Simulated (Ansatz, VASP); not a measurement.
**One calculation of AlN, two programs**

```
CELL_PARAMETERS angstrom
10.88789 0.00000 0.00000
0.00000 3.17330 0.00000
0.00000 0.00000 5.07143
ATOMIC_POSITIONS crystal
Al 0.04573 0.25000 0.31122
Al 0.45427 0.75000 0.81122
Al 0.20777 0.25000 0.82369
Al 0.29223 0.75000 0.32369
Al 0.54573 0.25000 0.18878
Al 0.95427 0.75000 0.68878
Al 0.70777 0.25000 0.67631
Al 0.79223 0.75000 0.17631
N 0.04463 0.25000 0.70878
N 0.45537 0.75000 0.20878
N 0.21069 0.25000 0.20115
N 0.28931 0.75000 0.70115
N 0.54463 0.25000 0.79122
N 0.95537 0.75000 0.29122
N 0.71069 0.25000 0.29885
N 0.78931 0.75000 0.79885
```

Alike in both runs: task single point; functional PBE; k mesh 2 × 6 × 4; occupations gaussian, width 0.1 eV; no spin polarisation.

|  | VASP | Ansatz |
| --- | --- | --- |
| version | VASP 6.6.1 | Ansatz 0.2.0 |
| potentials or method | VASP PAW PBE potentials, release 64 (Al, N), cutoff 520 eV | scalar-relativistic, plane waves, PAW |
| valence electrons in the cell | 64 | 64 |

```csv
,VASP,Ansatz,Ansatz less VASP
gap on the k mesh at the Fermi level (eV),3.60,3.59,-0.007
least direct gap on the mesh (eV),3.60,3.59,-0.007
pressure (GPa),-0.3,0.0,+0.25
"traceless stress, the component that is largest in VASP (GPa)",0.05,-0.02,-0.072
```
